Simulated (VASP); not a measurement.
Set up this calculation in VASP 6.6.1, as the native input.

```yaml
Task: single point
Functional: b88 exchange, pbe correlation
Potentials_or_basis: VASP PAW PBE potentials, release 64 (Ti_sv, C)
Cutoff: 600 eV
k_mesh: 11 × 11 × 11
Occupations: fermi-dirac, width 0.05 eV
Spin: no spin polarisation
Dipole_correction: no
Further_INCAR_settings: ALGO = Normal; EDIFF = 1e-06; NBANDS = 15
```

The structure of TiC lies in POSCAR:

```
TiC
1.0
    0.0000000000      2.1800617706      2.1800617706
    2.1800617706      0.0000000000      2.1800617706
    2.1800617706      2.1800617706      0.0000000000
Ti C
1 1
Direct
    0.0000000000      0.0000000000      0.0000000000
    0.5000000000      0.5000000000      0.5000000000
```

The input as run:

INCAR

```
PREC = Accurate
ENCUT = 600
EDIFF = 1E-6
ISMEAR = -1
SIGMA = 0.05
LREAL = False
LASPH = True
NELM = 120
ALGO = Normal
ISIF = 2
LWAVE = False
LCHARG = False
GGA = LIBXC
LIBXC1 = GGA_X_B88
LIBXC2 = GGA_C_PBE
NBANDS = 15
GGA_COMPAT = False
```

KPOINTS

```
regular mesh
0
Gamma
  11 11 11
```

Potentials or basis: VASP PAW PBE potentials, release 64 (Ti_sv, C).

Launch:

```console
$ cat potpaw_PBE.64/Ti_sv/POTCAR potpaw_PBE.64/C/POTCAR > POTCAR
$ mpirun -np 1 vasp_std > vasp.out
```

Results of the run:

```
Pressure               : -4.4 GPa
Band gap on the k mesh : zero (bands 8 and 9 overlap by 1.09 eV)
```

Caveat: the cell stands under tension; the PAW data sets were made with another functional, which shifts forces and pressure a little.

Run time: 18 s on 1 thread of Intel(R) Xeon(R) 6975P-C (Granite Rapids) (shared host), peak memory 0.17 GiB.
